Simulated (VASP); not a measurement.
Wanted: the native input for a VASP 6.6.1 run.

```
Task                   : single point
Functional             : r2SCAN
Potentials or basis    : VASP PAW PBE potentials, release 64 (Mg_sv, C)
Cutoff                 : 660 eV
k mesh                 : 8 × 8 × 6
Occupations            : gaussian, width 0.05 eV
Spin                   : no spin polarisation
Dipole correction      : no
Further INCAR settings : ALGO = Normal; EDIFF = 1e-06; NBANDS = 24
```

Crystal: Mg2C3.

```
Mg C
1.0
     2.38702   -2.33941   -0.00634
     2.38702    2.33941   -0.00634
    -1.22536    0.00000    4.85842
Mg C
2 3
Direct
  0.80824 0.80824 0.19843
  0.19176 0.19176 0.80157
  0.30417 0.30417 0.26146
  0.69583 0.69583 0.73854
  0.50000 0.50000 0.50000
```

These files were run (other wordings do the same):

POSCAR

```
Mg2C3
1.0
    2.3870223790     -2.3394118729     -0.0063441741
    2.3870223790      2.3394118729     -0.0063441741
   -1.2253611782      0.0000000000      4.8584158892
Mg C
2 3
Direct
    0.8082382625      0.8082382625      0.1984312469
    0.1917617375      0.1917617375      0.8015687531
    0.3041690745      0.3041690745      0.2614645499
    0.6958309255      0.6958309255      0.7385354501
    0.5000000000      0.5000000000      0.5000000000
```

INCAR.step1

```
SYSTEM = Mg2C3
PREC = Accurate
ENCUT = 660
ISMEAR = 0
SIGMA = 0.05
LREAL = .False.
LASPH = .True.
NELM = 120
NBANDS = 24
GGA = PE
ALGO = Normal
EDIFF = 1E-5
LWAVE = .True.
LCHARG = .False.
GGA_COMPAT = .False.
```

INCAR.step2

```
SYSTEM = Mg2C3
PREC = Accurate
ENCUT = 660
EDIFF = 1E-6
ISMEAR = 0
SIGMA = 0.05
LREAL = .False.
LASPH = .True.
NELM = 120
ALGO = Normal
ISIF = 2
LWAVE = .False.
LCHARG = .False.
METAGGA = R2SCAN
LMIXTAU = .True.
NBANDS = 24
ISTART = 1
GGA_COMPAT = .False.
```

KPOINTS

```
regular mesh
0
Gamma
  8 8 6
  0 0 0
```

Potentials or basis: VASP PAW PBE potentials, release 64 (Mg_sv, C).

The run is started by

```bash
$ cat potpaw_PBE.64/Mg_sv/POTCAR potpaw_PBE.64/C/POTCAR > POTCAR
$ cp INCAR.step1 INCAR
$ mpirun -np 1 vasp_std > vasp.out
$ cp INCAR.step2 INCAR
$ mpirun -np 1 vasp_std > vasp.out
```

It gave:

* Pressure: -0.3 GPa
* Largest force: 0.068 eV/Å
* Band gap on the k mesh: 1.87 eV (least direct gap 2.66 eV)

Caveat: the PAW data sets were made with another functional, which shifts forces and pressure a little.

Run time: 8.3 min on 1 thread of Intel(R) Xeon(R) Platinum 8259CL CPU @ 2.50GHz (Skylake/Cascade Lake) (shared host), peak memory 0.3 GiB.
